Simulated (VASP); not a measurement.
A run of VASP 6.6.1 is set up as follows.

File INCAR:

```
SYSTEM = Pt
  PREC = Accurate
  ENCUT = 520
  EDIFF = 1E-7
  ISMEAR = -1
  SIGMA = 0.06122561905347299
  LREAL = .FALSE.
  LASPH = .TRUE.
  NELM = 80
  ALGO = Normal
  ISIF = 2
  LWAVE = .FALSE.
  LCHARG = .FALSE.
  GGA = PE
  NBANDS = 11
```

The input KPOINTS:

```
regular mesh
0
G
  47 47 47
  0 0 0
```

POSCAR

```
Pt
1.0
    0.0000000000      1.9450127372      1.9450127372
    1.9450127372      0.0000000000      1.9450127372
    1.9450127372      1.9450127372      0.0000000000
Pt
1
Direct
    0.0000000000      0.0000000000      0.0000000000
```

Potentials or basis: VASP PAW PBE potentials, release 64 (Pt).

Launch:

```console
$ cat potpaw_PBE.64/Pt/POTCAR > POTCAR
$ mpirun -np 1 vasp_std > vasp.out
```

Task: Estimate the band gap on the k mesh.

Result: Zero (band 5 reaches 12.26 eV, above the bottom of band 6 at 9.93 eV).

Task: Predict the pressure.

Result: 17.4 GPa.

Caveat: spin-orbit coupling is left out, which moves the levels of the heavy elements.
